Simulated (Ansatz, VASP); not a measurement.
# One calculation of Au, two programs

INCAR

```
ALGO     = Fast           # electronic algorithm
EDIFF    = 1E-6           # SCF threshold, eV
ENCUT    = 520            # plane-wave cutoff, eV
ISIF     = 2              # what is computed and relaxed
ISMEAR   = 0              # smearing method
LASPH    = True           # aspherical terms in the spheres
LCHARG   = False          # write CHGCAR
LREAL    = False          # projectors in reciprocal space
LWAVE    = False          # write WAVECAR
NBANDS   = 18             # bands
NELM     = 100            # most SCF steps
PREC     = Accurate       # precision mode
SIGMA    = 0.15           # smearing width, eV
```

KPOINTS

```
k-points
0
Gamma
  14 14 14
```

File POSCAR:

```
Au
1.0
    0.0000000000     -3.3145380000      0.0000000000
   -3.3145380000      0.0000000000      0.0000000000
    0.0000000000      0.0000000000     -3.3145380000
Au
2
Direct
    0.4472022949      0.5000000000      0.5000000000
    0.0527977051      0.0000000000      0.0000000000
```

Input for Ansatz:

```yaml
crystal:
  lattice:
    - [0.0, -3.314538, 0.0]
    - [-3.314538, 0.0, 0.0]
    - [0.0, 0.0, -3.314538]
  atoms:
    - { symbol: Au, position: [0.4472022949, 0.5, 0.5] }
    - { symbol: Au, position: [0.0527977051, 0.0, 0.0] }
basis:
  ecutwfc: 420
kpoints:
  mp_grid: { grid: [14, 14, 14] }
hamiltonian:
  xc: lda
scf:
  occupations: { method: gaussian, width: 0.15 }
output:
  forces: true
  stress: true
  eigenvalues: true
  write_density: true
  write_potential: true
  elf: true
  volumetric_format: npy
```

Change from the starting cell: mode 4 (108.7 1/cm) frozen in, largest displacement +0.175 Å.

Alike in both runs: task single point; functional LDA; k mesh 14 × 14 × 14; occupations gaussian, width 0.15 eV; no spin polarisation.

```csv
,VASP,Ansatz
version,VASP 6.6.1,Ansatz 0.2.0
potentials or method,"VASP PAW LDA potentials, release 64 (Au), cutoff 520 eV","scalar-relativistic, plane waves, PAW"
valence electrons in the cell,22,38
```

Ansatz gave:

```
gap on the k mesh at the Fermi level (eV)                     : none
pressure (GPa)                                                : -6.2
traceless stress, the component that is largest in VASP (GPa) : -4.32
rms of the force components (eV/Å)                            : 0.827
```

Question: Which values does VASP return?

Answer: gap on the k mesh at the Fermi level (eV): none; pressure (GPa): -5.8; traceless stress, the component that is largest in VASP (GPa): -4.34; rms of the force components (eV/Å): 0.843.

LDA's correlation is that of Perdew and Zunger in VASP and of Perdew and Wang (1992) in Ansatz. Atom by atom the forces differ by 0.016 eV/Å (rms over components). A gap of «none» marks a metal or a gap that the smearing closes. VASP's potentials hold 22 valence electrons a cell and Ansatz's 38, so a difference there can come from the potentials and not from the codes.

Neither program's run includes spin-orbit coupling.
